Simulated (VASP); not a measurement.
# TiAl3N4 (P4/mmm) in VASP: single point with PBE

Aim: the single point of TiAl3N4 with PBE.

Program: VASP 6.6.1. These are calculated values, not measurements. Logs are shortened: lines on timing, memory, paths and dates and some standing lists are left out, and cuts for length are marked.

**1. The cell of the first run**

Symmetry: P4/mmm, No. 123, tetragonal system. Conventional cell: a = 3.307 Å, b = 3.307 Å, c = 9.353 Å, α = 90.00°, β = 90.00°, γ = 90.00°. Within 3.1 Å of Ti (site symmetry 4/mmm) lie 6 N at 2.34 Å. Al (site symmetry 4/mmm) has 6 N at 2.34 Å within 3.1 Å. Within 3.1 Å of Al (site symmetry 4mm) lie 6 N at 2.34 Å. N (site symmetry 4mm) has 5 Al at 2.34 Å and 1 Ti at 2.34 Å within 3.1 Å. Within 3.1 Å of N (site symmetry 4/mmm) lie 4 Ti at 2.34 Å and 2 Al at 2.34 Å. N (site symmetry 4/mmm) has 6 Al at 2.34 Å within 3.1 Å.

**2. Single point, PBE, collinear spin**

INCAR reads:

```
SYSTEM = TiAl3N4
  ALGO = Normal
  EDIFF = 1E-6
  ENCUT = 520
  GGA = PE
  ISIF = 2
  ISMEAR = 0
  ISPIN = 2
  LASPH = .TRUE.
  LCHARG = .TRUE.
  LELF = .TRUE.
  LMAXMIX = 4
  LORBIT = 11
  LREAL = .FALSE.
  LVHAR = .TRUE.
  LWAVE = .FALSE.
  MAGMOM = 1 0 0 0 0 0 0 0
  NBANDS = 34
  NELM = 150
  PREC = Accurate
  SIGMA = 0.1
```

KPOINTS reads:

```
k-points
0
G
  6 6 2
  0 0 0
```

POSCAR reads:

```
TiAl3N4
1.0
    3.3066767700      0.0000000000      0.0000000000
    0.0000000000      3.3066767700      0.0000000000
    0.0000000000      0.0000000000      9.3526942800
Ti Al N
1 3 4
Direct
    0.0000000000      0.0000000000      0.5000000000
    0.0000000000      0.0000000000      0.0000000000
    0.5000000000      0.5000000000      0.2500000000
    0.5000000000      0.5000000000      0.7500000000
    0.0000000000      0.0000000000      0.2500000000
    0.5000000000      0.5000000000      0.5000000000
    0.0000000000      0.0000000000      0.7500000000
    0.5000000000      0.5000000000      0.0000000000
```

Potentials or basis: VASP PAW PBE potentials, release 64 (Ti_sv, Al, N).

On the command line:

```
$ cat potpaw_PBE.64/Ti_sv/POTCAR potpaw_PBE.64/Al/POTCAR potpaw_PBE.64/N/POTCAR > POTCAR
$ mpirun -np 1 vasp_std > vasp.out
```

OUTCAR:

```text
SYSTEM = TiAl3N4
   EDIFF = 1E-6
   ENCUT = 520
   GGA = PE
   ISIF = 2
   ISMEAR = 0
   ISPIN = 2
   LASPH = .TRUE.
   LORBIT = 11
   LREAL = .FALSE.
   NELM = 150
   PREC = Accurate

 ion  position               nearest neighbor table
   1  0.000  0.000  0.500-   6 2.34   6 2.34   6 2.34   6 2.34   7 2.34   5 2.34
   2  0.000  0.000  0.000-   8 2.34   8 2.34   8 2.34   8 2.34   5 2.34   7 2.34   4 3.31   4 3.31
                             3 3.31   4 3.31   3 3.31   3 3.31   4 3.31   3 3.31
   3  0.500  0.500  0.250-   5 2.34   5 2.34   5 2.34   5 2.34   8 2.34   6 2.34   2 3.31   2 3.31
                             2 3.31   2 3.31
   4  0.500  0.500  0.750-   7 2.34   7 2.34   7 2.34   7 2.34   8 2.34   6 2.34   2 3.31   2 3.31
                             2 3.31   2 3.31
   5  0.000  0.000  0.250-   3 2.34   3 2.34   3 2.34   3 2.34   1 2.34   2 2.34
   6  0.500  0.500  0.500-   1 2.34   1 2.34   1 2.34   1 2.34   4 2.34   3 2.34
   7  0.000  0.000  0.750-   4 2.34   4 2.34   4 2.34   4 2.34   1 2.34   2 2.34
   8  0.500  0.500  0.000-   2 2.34   2 2.34   2 2.34   2 2.34   4 2.34   3 2.34

  LATTYP: Found a simple tetragonal cell.
 ALAT       =     3.3066767700
 C/A-ratio  =     2.8284271281

  Lattice vectors:

 A1 = (   3.3066767700,   0.0000000000,   0.0000000000)
 A2 = (   0.0000000000,   3.3066767700,   0.0000000000)
 A3 = (   0.0000000000,   0.0000000000,   9.3526942800)

Analysis of symmetry for initial positions (statically):
=====================================================================
 Subroutine PRICEL returns:
 Original cell was already a primitive cell.

 Routine SETGRP: Setting up the symmetry group for a
 simple tetragonal supercell.

 Subroutine GETGRP returns: Found 16 space group operations
 (whereof 16 operations were pure point group operations)
 out of a pool of 16 trial point group operations.

The static configuration has the point symmetry D_4h.

Analysis of symmetry for dynamics (positions and initial velocities):
=====================================================================
 Subroutine PRICEL returns:
 Original cell was already a primitive cell.

 Routine SETGRP: Setting up the symmetry group for a
 simple tetragonal supercell.

 Subroutine GETGRP returns: Found 16 space group operations
 (whereof 16 operations were pure point group operations)
 out of a pool of 16 trial point group operations.

The dynamic configuration has the point symmetry D_4h.

Analysis of structural, dynamic, and magnetic symmetry:
=====================================================================
 Subroutine PRICEL returns:
 Original cell was already a primitive cell.

 Routine SETGRP: Setting up the symmetry group for a
 simple tetragonal supercell.

 Subroutine GETGRP returns: Found 16 space group operations
 (whereof 16 operations were pure point group operations)
 out of a pool of 16 trial point group operations.

The overall configuration has the point symmetry D_4h.

 Subroutine INISYM returns: Found 16 space group operations
 (whereof 16 operations are pure point group operations),
 and found     1 'primitive' translations

----------------------------------------------------------------------------------------

                                     Primitive cell

  volume of cell :     102.2634

  direct lattice vectors                    reciprocal lattice vectors
     3.306676770  0.000000000  0.000000000     0.302418431  0.000000000  0.000000000
     0.000000000  3.306676770  0.000000000     0.000000000  0.302418431  0.000000000
     0.000000000  0.000000000  9.352694280     0.000000000  0.000000000  0.106921061

  length of vectors
     3.306676770  3.306676770  9.352694280     0.302418431  0.302418431  0.106921061

  position of ions in fractional coordinates (direct lattice)
     0.000000000  0.000000000  0.500000000
     0.000000000  0.000000000  0.000000000
     0.500000000  0.500000000  0.250000000
     0.500000000  0.500000000  0.750000000
     0.000000000  0.000000000  0.250000000
     0.500000000  0.500000000  0.500000000
     0.000000000  0.000000000  0.750000000
     0.500000000  0.500000000  0.000000000

  ion indices of the primitive-cell ions
   primitive index   ion index
                 1           1
                 2           2
[... 60 lines left out ...]
   ions per type =               1   3   4
   NGX,Y,Z   is equivalent  to a cutoff of  14.08, 14.08, 12.44 a.u.
   NGXF,Y,Z  is equivalent  to a cutoff of  28.15, 28.15, 24.89 a.u.
 SYSTEM =  TiAl3N4
   PREC   = accura    normal or accurate (medium, high low for compatibility)
   ISTART =      0    job   : 0-new  1-cont  2-samecut
   ICHARG =      2    charge: 1-file 2-atom 10-const
   ISPIN  =      2    spin polarized calculation?
   LNONCOLLINEAR =      F non collinear calculations
   LSORBIT =      F    spin-orbit coupling
   LASPH  =      T    aspherical Exc in radial PAW
   ENCUT  =  520.0 eV  38.22 Ry    6.18 a.u.   6.15  6.15 17.39*2*pi/ulx,y,z
   NELM   =    150;   NELMIN=  2; NELMDL= -5     # of ELM steps
   EDIFF  = 0.1E-05   stopping-criterion for ELM
   LREAL  =      F    real-space projection
   EDIFFG = 0.1E-04   stopping-criterion for IOM
   NSW    =      0    number of steps for IOM
   IBRION =     -1    ionic relax: 0-MD 1-quasi-New 2-CG
   NFREE  =      0    steps in history (QN), initial steepest desc. (CG)
   ISIF   =      2    stress and relaxation
   ISYM   =      2    0-nonsym 1-usesym 2-fastsym
   POTIM  = 0.5000    time-step for ionic-motion
   TEBEG  =    0.0;   TEEND  =   0.0 temperature during run
   PSTRESS=    0.0 pullay stress
   NELECT =      41.0000    total number of electrons
   NUPDOWN=      -1.0000    fix difference up-down
   EMIN   =  10.00;   EMAX   =-10.00  energy-range for DOS
   EFERMI =   0.00;   METHOD = LEGACY
   ISMEAR =     0;   SIGMA  =   0.10  broadening in eV -4-tet -1-fermi 0-gaus
   EFERMI_NEDOS =   21; number of points for ismear=-14 and -15
   IALGO  =     38    algorithm
   IMIX   =      4    mixing-type and parameters
     AMIX     =   0.40;   BMIX     =  1.00
     AMIX_MAG =   1.60;   BMIX_MAG =  1.00
  volume/ion in A,a.u.               =      12.78        86.26
  Fermi-wavevector in a.u.,A,eV,Ry     =   1.207154  2.281190 19.826695  1.457221
  Thomas-Fermi vector in A             =   2.342800
   LORBIT       =     11    0 simple, 1 ext, 2 COOP (PROOUT), +10 PAW based schemes
   GGA     = PE    functional components
   LHFCALC =     F    Hartree Fock is set to
   AEXX    =    0.0000 exact exchange contribution
   IVDW    =     0    specifies the selected vdW correction
   LEPSILON=     F    determine dielectric tensor
   LRPA    =     F    only Hartree local field effects (RPA)
 spin polarized calculation
 Gauss-broadening in eV      SIGMA  =   0.10
  energy-cutoff  :      520.00
  volume of cell :      102.26
 maximum number of plane-waves:      2792
 NGX is ok and might be reduce to    28
   NGX = 13   NGY = 13   NGZ = 35

 number of electron      40.9999995 magnetization       0.5133001

 Free energy of the ion-electron system (eV)
  ---------------------------------------------------
  ext. energy  EPLUGINS =         0.00000000
  ---------------------------------------------------
  free energy    TOTEN  =       -56.61542792 eV

  energy without entropy =      -56.60473216  energy(sigma->0) =      -56.61008004

 E-fermi :   7.1835     XC(G=0): -10.6655

 val. band max:        7.1631940275   @ k =   0.0000   0.0000   0.0000
 cond. band min:       7.1853455284   @ k =   0.1667   0.0000   0.5000
 fundamental gap:      0.0221515010
 Fermi energy:         7.1835078860

 spin component 1

 k-point     1 :       0.0000    0.0000    0.0000
  band No.  band energies     occupation
      1     -51.4196      1.00000
      2     -27.7059      1.00000
      3     -27.5276      1.00000
      4     -27.5276      1.00000
      5      -8.7008      1.00000
      6      -7.8233      1.00000
[... 689 lines left out ...]
     31      13.8768      0.00000
     32      14.1127      0.00000
 Fermi energy:         7.1835078860

 spin component 2

 k-point     1 :       0.0000    0.0000    0.0000
  band No.  band energies     occupation
      1     -50.9880      1.00000
      2     -27.1942      1.00000
      3     -27.1359      1.00000
      4     -27.1359      1.00000
      5      -8.6943      1.00000
      6      -7.8199      1.00000
[... 689 lines left out ...]
     31      14.0278      0.00000
     32      14.1883      0.00000
 [bands above 32 left out]

------------------------ aborting loop because EDIFF is reached ----------------------------------------

  FORCE on cell =-STRESS in cart. coord.  units (eV):
  Direction    XX          YY          ZZ          XY          YZ          ZX
  --------------------------------------------------------------------------------------
  -------------------------------------------------------------------------------------
  Total      -27.1992644    -27.1992644    -25.8315726      0.0000000     -0.0000000      0.0000000
  in kB     -426.1353016   -426.1353016   -404.7074518      0.0000000     -0.0000000      0.0000000
  external PRESSURE =    -418.9926850 kB  Pullay stress =       0.0000000 kB

 VOLUME and BASIS-vectors are now :
 -----------------------------------------------------------------------------
  energy-cutoff  :      520.00
  volume of cell :      102.26
      direct lattice vectors                 reciprocal lattice vectors
     3.306676770  0.000000000  0.000000000     0.302418431  0.000000000  0.000000000
     0.000000000  3.306676770  0.000000000     0.000000000  0.302418431  0.000000000
     0.000000000  0.000000000  9.352694280     0.000000000  0.000000000  0.106921061

 POSITION                                       TOTAL-FORCE (eV/Angst)
 -----------------------------------------------------------------------------------
      0.00000      0.00000      4.67635        -0.000000     -0.000000      0.000000
      0.00000      0.00000      0.00000        -0.000000     -0.000000      0.000000
      1.65334      1.65334      2.33817         0.000000     -0.000000     -0.132655
      1.65334      1.65334      7.01452        -0.000000      0.000000      0.132655
      0.00000      0.00000      2.33817         0.000000     -0.000000     -0.303376
      1.65334      1.65334      4.67635        -0.000000     -0.000000      0.000000
      0.00000      0.00000      7.01452        -0.000000     -0.000000      0.303376
      1.65334      1.65334      0.00000        -0.000000     -0.000000      0.000000
 -----------------------------------------------------------------------------------
    total drift:                               -0.000000      0.000000      0.000000

  FREE ENERGIE OF THE ION-ELECTRON SYSTEM (eV)
  ---------------------------------------------------
  free  energy   TOTEN  =       -56.6154279239 eV

  energy  without entropy=      -56.6047321571  energy(sigma->0) =      -56.61008004

 total charge

# of ion       s       p       d       tot
------------------------------------------
    1        2.140   6.106   1.711   9.957
    2        0.310   0.242   0.000   0.553
    3        0.320   0.239   0.000   0.558
    4        0.320   0.239   0.000   0.558
    5        1.244   2.320   0.000   3.563
    6        1.241   2.332   0.000   3.573
    7        1.244   2.320   0.000   3.563
    8        1.244   2.315   0.000   3.560
--------------------------------------------------
tot          8.063  16.112   1.711  25.886

 magnetization (x)

# of ion       s       p       d       tot
------------------------------------------
    1        0.003   0.003   0.413   0.419
    2        0.002  -0.000   0.000   0.002
    3        0.003   0.000   0.000   0.003
    4        0.003   0.000   0.000   0.003
    5        0.000  -0.003   0.000  -0.003
    6       -0.001  -0.013   0.000  -0.014
    7        0.000  -0.003   0.000  -0.003
    8        0.001  -0.001   0.000   0.000
--------------------------------------------------
tot          0.011  -0.016   0.413   0.408
```

It took 5.5 min on 1 thread of Intel Xeon 8259CL, shared host; peak memory 0.33 GiB.

Results:

- Free energy: -56.6154 eV
- Pressure: -41.9 GPa
- Largest force: 0.303 eV/Å
- Net moment: 0.51 μB per cell
- Site moments: Ti +0.42; Al +0.00; N -0.00, -0.01, +0.00 (each value once) μB
- Valence electrons inside the program's atomic spheres: Ti 9.96; Al 0.55, 0.56 (each value once); N 3.56, 3.57 (each value once)

Forces on the atoms (eV/Å):
```
Ti   0.000  0.000  0.000
Al   0.000  0.000  0.000
Al   0.000  0.000 -0.133
Al   0.000  0.000  0.133
N    0.000  0.000 -0.303
N    0.000  0.000  0.000
N    0.000  0.000  0.303
N    0.000  0.000  0.000
```

Caveat: the cell stands under tension.
